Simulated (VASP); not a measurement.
Write the native input for VASP 6.6.1 that does the following.

```
Task                   : single point
Functional             : PBE
Potentials or basis    : VASP PAW PBE potentials, release 64 (Al)
Cutoff                 : 520 eV
k mesh                 : 10 × 3 × 1
Occupations            : gaussian, width 0.1 eV
Spin                   : no spin polarisation
Dipole correction      : yes
Further INCAR settings : ALGO = Normal; EDIFF = 1e-07; NBANDS = 24; ISYM = 0
```

The structure of Al lies in POSCAR:

```
Al
1.0
    2.8543223330      0.0000000000      0.0000000000
   -1.4271611665      9.7033329366      0.0000000000
    0.0000000000      0.0000000000     18.7807203482
Al
9
Direct
    0.5324485604      0.0648971207      0.3727226576
    0.6709687938      0.3419375876      0.4257548836
    0.2986728405      0.5973456810      0.4363613288
    0.9263768872      0.8527537744      0.4469677740
    0.0639738230      0.1277383811      0.5005198351
    0.1995905497      0.4042696946      0.5603231540
    0.8288544888      0.6597110304      0.5686647183
    0.4526361685      0.9111292163      0.5783136150
    0.5925232121      0.1814597108      0.6277858711
```

The input as run:

INCAR

```
SYSTEM = Al
PREC = Accurate ; ENCUT = 520
EDIFF = 1E-7 ; ISMEAR = 0
SIGMA = 0.1 ; LREAL = .False.
LASPH = .True. ; NELM = 80
ALGO = Normal ; ISIF = 2
LWAVE = .False. ; LCHARG = .True.
LDIPOL = .True. ; IDIPOL = 3
DIPOL = 0.5 0.5 0.502 ; GGA = PE
LELF = .True. ; LVHAR = .True.
LVACPOTAV = .True. ; NBANDS = 24
ISYM = 0
```

KPOINTS

```
regular mesh
0
Gamma
  10 3 1
  0 0 0
```

Potentials or basis: VASP PAW PBE potentials, release 64 (Al).

Launch:

```sh
$ cat potpaw_PBE.64/Al/POTCAR > POTCAR
$ mpirun -np 1 vasp_std > vasp.out
```

It gave:

```yaml
Largest_force: 0.160 eV/Å
Band_gap_on_the_k_mesh: zero (an odd number of electrons rules out a gap without spin polarisation)
```

It took 9.5 min on 1 thread of Intel Xeon 8259CL, with other jobs on the host, peak memory 0.6 GiB.
